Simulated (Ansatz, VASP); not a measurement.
## BeSe2 in VASP and in Ansatz

```xyz
12
Lattice="5.9397 0.0000 0.0000 0.0000 5.9397 0.0000 0.0000 0.0000 5.9397" Properties=species:S:1:pos:R:3 pbc="T T T"
Be    2.9698    0.0000    2.9698
Be    0.0000    0.0000    0.0000
Be    2.9698    2.9698    0.0000
Be    0.0000    2.9698    2.9698
Se    3.6611    5.2484    0.6913
Se    2.2785    0.6913    5.2484
Se    3.6611    3.6611    3.6611
Se    2.2785    2.2785    2.2785
Se    5.2484    0.6913    3.6611
Se    0.6913    5.2484    2.2785
Se    0.6913    3.6611    5.2484
Se    5.2484    2.2785    0.6913
```

Alike in both runs: functional PBE; k mesh 6 × 6 × 6; occupations gaussian, width 0.02 eV; no spin polarisation.

Ansatz relaxed the structure, and its values are those at the end. VASP's run is a single point on that final structure, the one shown.

|  | VASP | Ansatz |
| --- | --- | --- |
| version | VASP 6.6.1 | Ansatz 0.2.0 |
| potentials or method | VASP PAW PBE potentials, release 64 (Be, Se), cutoff 520 eV | scalar-relativistic, plane waves, PAW |
| valence electrons in the cell | 56 | 136 |

|  | VASP | Ansatz | Ansatz less VASP |
| --- | --- | --- | --- |
| gap on the k mesh at the Fermi level (eV) | 0.75 | 0.75 | -0.002 |
| least direct gap on the mesh (eV) | 0.75 | 0.75 | -0.002 |
| pressure (GPa) | 0.1 | 0.0 | -0.12 |
| rms of the force components (eV/Å) | 0.010 | 0.000 | -0.0095 |

The functional is the same, so the differences come from potentials, cutoffs and numerics. VASP's potentials hold 56 valence electrons a cell and Ansatz's 136, so a difference there can come from the potentials and not from the codes.
